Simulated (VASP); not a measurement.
# MoS2 (Fm-3m) in VASP: single point with r2SCAN+D3(BJ)

Aim: the single point of MoS2 with r2SCAN+D3(BJ).

Everything below comes from runs of VASP 6.6.1. Logs are shortened: lines on timing, memory, paths and dates and some standing lists are left out, and cuts for length are marked.

## 1. The cell of the first run

Symmetry: Fm-3m, No. 225, cubic system. The conventional cell has a = 5.830 Å, b = 5.830 Å, c = 5.830 Å, α = 90.00°, β = 90.00°, γ = 90.00°. Mo (site symmetry m-3m) has 8 S at 2.52 Å within 3.3 Å. Within 3.3 Å of S (site symmetry -43m) lie 4 Mo at 2.52 Å and 6 S at 2.91 to 2.92 Å.

## 2. Single point, r2SCAN+D3(BJ)

Input file POSCAR:

```
MoS2
1.0
    0.0000000000      2.9150000000      2.9150000000
    2.9150000000      0.0000000000      2.9150000000
    2.9150000000      2.9150000000      0.0000000000
Mo S
1 2
Direct
    0.0000000000      0.0000000000      0.0000000000
    0.2500000000      0.2500000000      0.2500000000
    0.7500000000      0.7500000000      0.7500000000
```

Input file INCAR.step1:

```
PREC = Accurate ; ENCUT = 550
ISMEAR = -1 ; SIGMA = 0.05
LREAL = False ; LASPH = True
NELM = 120 ; NBANDS = 20
GGA = PE ; ALGO = Normal
EDIFF = 1E-5 ; LWAVE = True
LCHARG = False ; GGA_COMPAT = False
```

Input file INCAR.step2:

```
PREC = Accurate ; ENCUT = 550
EDIFF = 1E-6 ; ISMEAR = -1
SIGMA = 0.05 ; LREAL = False
LASPH = True ; NELM = 120
ALGO = Normal ; ISIF = 2
LWAVE = False ; LCHARG = False
METAGGA = R2SCAN ; LMIXTAU = True
IVDW = 12 ; VDW_S6 = 1.0
VDW_S8 = 0.78981345 ; VDW_A1 = 0.49484001
VDW_A2 = 5.73083694 ; NBANDS = 20
ISTART = 1 ; GGA_COMPAT = False
```

Input file KPOINTS:

```
regular mesh
0
Gamma
  8 8 8
```

Potentials or basis: VASP PAW PBE potentials, release 64 (Mo_sv, S).

Command:

```sh
cat potpaw_PBE.64/Mo_sv/POTCAR potpaw_PBE.64/S/POTCAR > POTCAR
cp INCAR.step1 INCAR
mpirun -np 1 vasp_std > vasp.out
cp INCAR.step2 INCAR
mpirun -np 1 vasp_std > vasp.out
```

OUTCAR:

```text
PREC = Accurate
   ENCUT = 550
   EDIFF = 1E-6
   ISMEAR = -1
   LREAL = False
   LASPH = True
   NELM = 120
   ISIF = 2
   METAGGA = R2SCAN
   IVDW = 12
   ISTART = 1
 IVDW          = 12

 ion  position               nearest neighbor table
   1  0.000  0.000  0.000-   3 2.52   3 2.52   2 2.52   3 2.52   2 2.52   2 2.52   3 2.52   2 2.52

   2  0.250  0.250  0.250-   1 2.52   1 2.52   1 2.52   1 2.52
   3  0.750  0.750  0.750-   1 2.52   1 2.52   1 2.52   1 2.52

  LATTYP: Found a face centered cubic cell.
 ALAT       =     5.8300000000

  Lattice vectors:

 A1 = (   0.0000000000,   2.9150000000,   2.9150000000)
 A2 = (   2.9150000000,   0.0000000000,   2.9150000000)
 A3 = (   2.9150000000,   2.9150000000,   0.0000000000)

Analysis of symmetry for initial positions (statically):
=====================================================================
 Subroutine PRICEL returns:
 Original cell was already a primitive cell.

 Routine SETGRP: Setting up the symmetry group for a
 face centered cubic supercell.

 Subroutine GETGRP returns: Found 48 space group operations
 (whereof 48 operations were pure point group operations)
 out of a pool of 48 trial point group operations.

The static configuration has the point symmetry O_h .

Analysis of symmetry for dynamics (positions and initial velocities):
=====================================================================
 Subroutine PRICEL returns:
 Original cell was already a primitive cell.

 Routine SETGRP: Setting up the symmetry group for a
 face centered cubic supercell.

 Subroutine GETGRP returns: Found 48 space group operations
 (whereof 48 operations were pure point group operations)
 out of a pool of 48 trial point group operations.

The dynamic configuration has the point symmetry O_h .

 Subroutine INISYM returns: Found 48 space group operations
 (whereof 48 operations are pure point group operations),
 and found     1 'primitive' translations

----------------------------------------------------------------------------------------

                                     Primitive cell

  volume of cell :      49.5388

  direct lattice vectors                    reciprocal lattice vectors
     0.000000000  2.915000000  2.915000000    -0.171526587  0.171526587  0.171526587
     2.915000000  0.000000000  2.915000000     0.171526587 -0.171526587  0.171526587
     2.915000000  2.915000000  0.000000000     0.171526587  0.171526587 -0.171526587

  length of vectors
     4.122432534  4.122432534  4.122432534     0.297092763  0.297092763  0.297092763

  position of ions in fractional coordinates (direct lattice)
[... 81 lines left out ...]
   EDIFF  = 0.1E-05   stopping-criterion for ELM
   LREAL  =      F    real-space projection
   EDIFFG = 0.1E-04   stopping-criterion for IOM
   NSW    =      0    number of steps for IOM
   IBRION =     -1    ionic relax: 0-MD 1-quasi-New 2-CG
   NFREE  =      0    steps in history (QN), initial steepest desc. (CG)
   ISIF   =      2    stress and relaxation
   ISYM   =      2    0-nonsym 1-usesym 2-fastsym
   POTIM  = 0.5000    time-step for ionic-motion
   TEBEG  =    0.0;   TEEND  =   0.0 temperature during run
   PSTRESS=    0.0 pullay stress
   NELECT =      26.0000    total number of electrons
   NUPDOWN=      -1.0000    fix difference up-down
   EMIN   =  10.00;   EMAX   =-10.00  energy-range for DOS
   EFERMI =   0.00;   METHOD = LEGACY
   ISMEAR =    -1;   SIGMA  =   0.05  broadening in eV -4-tet -1-fermi 0-gaus
   EFERMI_NEDOS =   21; number of points for ismear=-14 and -15
   IALGO  =     38    algorithm
   IMIX   =      4    mixing-type and parameters
     AMIX     =   0.40;   BMIX     =  1.00
     AMIX_MAG =   1.60;   BMIX_MAG =  1.00
  volume/ion in A,a.u.               =      16.51       111.43
  Fermi-wavevector in a.u.,A,eV,Ry     =   1.320537  2.495454 23.726100  1.743819
  Thomas-Fermi vector in A             =   2.450356
   LORBIT       =      0    0 simple, 1 ext, 2 COOP (PROOUT), +10 PAW based schemes
   METAGGA = R2SCAN    functional components
   LHFCALC =     F    Hartree Fock is set to
   AEXX    =    0.0000 exact exchange contribution
   IVDW    =    12    specifies the selected vdW correction
   LEPSILON=     F    determine dielectric tensor
   LRPA    =     F    only Hartree local field effects (RPA)
 non-spin polarized calculation
  energy-cutoff  :      550.00
  volume of cell :       49.54
 maximum number of plane-waves:      1475
   NGX = 15   NGY = 15   NGZ = 15

 number of electron      25.9999996 magnetization

 Free energy of the ion-electron system (eV)
  ---------------------------------------------------
  ext. energy  EPLUGINS =         0.00000000
  ---------------------------------------------------
  free energy    TOTEN  =       -42.61279963 eV

  energy without entropy =      -42.57588487  energy(sigma->0) =      -42.59434225

 E-fermi :   8.6011     XC(G=0): -12.0681

 val. band max:        8.6004375701   @ k =   0.5000   0.3750   0.1250
 cond. band min:       8.6160081502   @ k =  -0.3750   0.2500   0.1250
 fundamental gap:      0.0155705802
 Fermi energy:         8.6010871530

 k-point     1 :       0.0000    0.0000    0.0000
  band No.  band energies     occupation
      1     -54.4307      2.00000
      2     -27.8066      2.00000
      3     -27.8066      2.00000
      4     -27.8066      2.00000
      5      -7.6842      2.00000
      6      -2.7609      2.00000
[... 541 lines left out ...]
     19      16.4149      0.00000
     20      19.4891      0.00000

 [... further k-points ...]

------------------------ aborting loop because EDIFF is reached ----------------------------------------

 Edisp (eV)   -0.65836

 E8    (eV) :    -0.2068

  FORCE on cell =-STRESS in cart. coord.  units (eV):
  Direction    XX          YY          ZZ          XY          YZ          ZX
  --------------------------------------------------------------------------------------
  -------------------------------------------------------------------------------------
  Total       0.23662     0.23662     0.23662    -0.00000    -0.00000     0.00000
  in kB       7.65274     7.65274     7.65274    -0.00000    -0.00000     0.00000
  external pressure =        7.65 kB  Pullay stress =        0.00 kB

 VOLUME and BASIS-vectors are now :
 -----------------------------------------------------------------------------
  energy-cutoff  :      550.00
  volume of cell :       49.54
      direct lattice vectors                 reciprocal lattice vectors
     0.000000000  2.915000000  2.915000000    -0.171526587  0.171526587  0.171526587
     2.915000000  0.000000000  2.915000000     0.171526587 -0.171526587  0.171526587
     2.915000000  2.915000000  0.000000000     0.171526587  0.171526587 -0.171526587

 POSITION                                       TOTAL-FORCE (eV/Angst)
 -----------------------------------------------------------------------------------
      0.00000      0.00000      0.00000         0.000000     -0.000000      0.000000
      1.45750      1.45750      1.45750        -0.000000     -0.000000      0.000000
      4.37250      4.37250      4.37250         0.000000      0.000000     -0.000000
 -----------------------------------------------------------------------------------
    total drift:                                0.000000     -0.000000      0.000000

  FREE ENERGIE OF THE ION-ELECTRON SYSTEM (eV)
  ---------------------------------------------------
  free  energy   TOTEN  =       -43.2711626221 eV

  energy  without entropy=      -43.2342478624  energy(sigma->0) =      -43.25270524
```

OSZICAR.step1:

```text
N       E                     dE             d eps       ncg     rms          rms(c)
DAV:   1     0.182227247952E+03    0.18223E+03   -0.13704E+04  1160   0.128E+03
DAV:   2    -0.132397155609E+02   -0.19547E+03   -0.19034E+03  1388   0.323E+02
DAV:   3    -0.210183318141E+02   -0.77786E+01   -0.75905E+01  1424   0.575E+01
DAV:   4    -0.211247537638E+02   -0.10642E+00   -0.10629E+00  1416   0.687E+00
DAV:   5    -0.211264419309E+02   -0.16882E-02   -0.16880E-02  1464   0.805E-01    0.200E+01
DAV:   6    -0.204213738139E+02    0.70507E+00   -0.21147E+01  1228   0.209E+01    0.960E+00
DAV:   7    -0.196350212192E+02    0.78635E+00   -0.71619E+00  1236   0.127E+01    0.688E+00
DAV:   8    -0.195902553676E+02    0.44766E-01   -0.67226E-01  1328   0.397E+00    0.124E+00
DAV:   9    -0.195776449683E+02    0.12610E-01   -0.64338E-02  1296   0.117E+00    0.253E-01
DAV:  10    -0.195779037089E+02   -0.25874E-03   -0.16363E-03  1456   0.272E-01    0.131E-01
DAV:  11    -0.195780281006E+02   -0.12439E-03   -0.16646E-04  1324   0.679E-02    0.281E-02
DAV:  12    -0.195780210484E+02    0.70521E-05   -0.96991E-05  1368   0.342E-02
   1 F= -.19578021E+02 E0= -.19559709E+02  d E =-.366238E-01
```

Run time: 61 s. Hardware: 1 thread of Intel Xeon Platinum 8124M at 3.00GHz (Skylake/Cascade Lake), shared host; peak memory 0.21 GiB.

What came out:

```
Free energy                : -43.2712 eV
Pressure                   : 0.8 GPa
Band gap on the k mesh     : zero (bands 13 and 14 overlap by 1.08 eV)
Dispersion energy per atom : -0.219 eV
```

Levels at points of the mesh, in eV from the Fermi level:
```tsv
k point	band 9	band 10	band 11	band 12	band 13	band 14	band 15	band 16	band 17	band 18
(0.00, 0.00, 0.00)	-6.52	-1.04	-1.04	-0.63	-0.63	-0.63	4.50	4.50	4.50	5.45
(0.50, 0.00, 0.00)	-3.98	-3.24	-3.21	-3.21	-0.51	-0.51	1.80	4.20	4.20	7.18
(0.50, 0.50, 0.00)	-5.45	-2.72	-2.72	-0.69	0.07	0.92	1.95	3.69	3.69	6.10
```

Caveat: three body term missing; the PAW data sets were made with another functional, which shifts forces and pressure a little.
